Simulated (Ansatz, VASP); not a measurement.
C: VASP beside Ansatz

```
C
1.0
     0.00000    2.14673    3.35366
     1.24024    0.00000    3.35366
     1.24024    2.14673    0.00000
C
2
Direct
  0.17845 0.82155 0.17845
  0.82155 0.17845 0.82155
```

Alike in both runs: task single point; functional PBEsol; dispersion D3(BJ); k mesh 16 × 16 × 16; occupations gaussian, width 0.03 eV; no spin polarisation.

|  | VASP | Ansatz |
| --- | --- | --- |
| version | VASP 6.6.1 | Ansatz 0.2.0 |
| potentials or method | VASP PAW PBE potentials, release 64 (C), cutoff 520 eV | scalar-relativistic, plane waves, PAW |
| valence electrons in the cell | 8 | 8 |

|  | VASP | Ansatz | Ansatz less VASP |
| --- | --- | --- | --- |
| gap on the k mesh at the Fermi level (eV) | 0.13 | 0.13 | -0.001 |
| least direct gap on the mesh (eV) | 0.13 | 0.13 | -0.001 |
| pressure (GPa) | -2.9 | -3.6 | -0.63 |
| traceless stress, the component that is largest in VASP (GPa) | -10.14 | -10.23 | -0.088 |
| rms of the force components (eV/Å) | 2.644 | 2.635 | -0.0089 |

VASP's potentials were made for PBE, not for PBEsol, and Ansatz warns of the same on its side. Atom by atom the forces differ by 0.009 eV/Å (rms over components).
